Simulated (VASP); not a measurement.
A run of VASP 6.6.1:

File INCAR:

```
SYSTEM = TiB2
ALGO = Normal ; EDIFF = 1E-6
ENCUT = 520 ; GGA = PE
ISIF = 2 ; ISMEAR = 0
LASPH = .TRUE. ; LCHARG = .FALSE.
LREAL = .FALSE. ; LWAVE = .FALSE.
NBANDS = 16 ; NELM = 100
PREC = Accurate ; SIGMA = 0.15
```

Contents of KPOINTS:

```
k-points
0
G
  18 18 14
  0 0 0
```

The input POSCAR:

```
TiB2
1.0
    3.0318048529      0.0000000000      0.0000000000
   -1.5159024265      2.6256200220      0.0000000000
    0.0000000000      0.0000000000      3.2242295241
Ti B
1 2
Direct
    0.0000000000      0.0000000000      0.0000000000
    0.3333333333      0.6666666667      0.5000000000
    0.6666666667      0.3333333333      0.5000000000
```

Potentials or basis: VASP PAW PBE potentials, release 64 (Ti_sv, B).

Command:

```bash
$ cat potpaw_PBE.64/Ti_sv/POTCAR potpaw_PBE.64/B/POTCAR > POTCAR
$ mpirun -np 1 vasp_std > vasp.out
```

Hardware: 1 thread of Intel(R) Xeon(R) Platinum 8559C (Emerald Rapids), on a shared host.

Question: Estimate the wall time of this run.

Answer: Run time: 42 s on 1 thread of Intel(R) Xeon(R) Platinum 8559C (Emerald Rapids), with other jobs on the host, peak memory 0.23 GiB. Counts: scf iterations 13, k points 296.
